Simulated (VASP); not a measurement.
Set up this calculation in VASP 6.6.1, as the native input.

- Task: relaxation of cell and atoms
- Functional: PBE
- Potentials or basis: VASP PAW PBE potentials, release 64 (Cd, Te)
- Cutoff: 600 eV
- k mesh: 10 × 10 × 10
- Occupations: gaussian, width 0.02 eV
- Spin: no spin polarisation
- Dipole correction: no
- Further INCAR settings: ALGO = Normal; EDIFF = 1e-06; IBRION = 2; EDIFFG = -0.005; NSW = 100; ISIF = 3

The structure of CdTe lies in POSCAR:

```
CdTe
1.0
    0.0000000000      3.3096311549      3.3096311549
    3.3096311549      0.0000000000      3.3096311549
    3.3096311549      3.3096311549      0.0000000000
Cd Te
1 1
Direct
    0.0000000000      0.0000000000      0.0000000000
    0.2500000000      0.2500000000      0.2500000000
```

One way to write it, as run:

INCAR

```
SYSTEM = CdTe
PREC = Accurate ; ENCUT = 600
EDIFF = 1E-6 ; ISMEAR = 0
SIGMA = 0.02 ; LREAL = .False.
LASPH = .True. ; NELM = 100
ALGO = Normal ; ISIF = 3
LWAVE = .False. ; LCHARG = .False.
GGA = PE ; IBRION = 2
NSW = 100 ; EDIFFG = -0.005
```

KPOINTS

```
regular mesh
0
Gamma
  10 10 10
  0 0 0
```

Potentials or basis: VASP PAW PBE potentials, release 64 (Cd, Te).

Launch:

```sh
$ cat potpaw_PBE.64/Cd/POTCAR potpaw_PBE.64/Te/POTCAR > POTCAR
$ mpirun -np 1 vasp_std > vasp.out
```

It gave:

The relaxed volume is 36.32 Å³/atom and the relaxed cell is a = 4.683 Å, b = 4.683 Å, c = 4.683 Å, α = 60.00°, β = 60.00°, γ = 60.00°. The space group after relaxing (to 0.05 Å) is F-43m (No. 216). The energy gained by relaxing is 0.0 meV/atom. The ionic steps are 2. The pressure after relaxing is 0.0 GPa and the band gap on the k mesh is 0.58 eV, direct.

Caveat: spin-orbit coupling is left out, which moves the levels of the heavy elements.

Run time: 81 s on 1 thread of Intel(R) Xeon(R) Platinum 8259CL CPU @ 2.50GHz (Skylake/Cascade Lake) (shared host), peak memory 0.27 GiB.
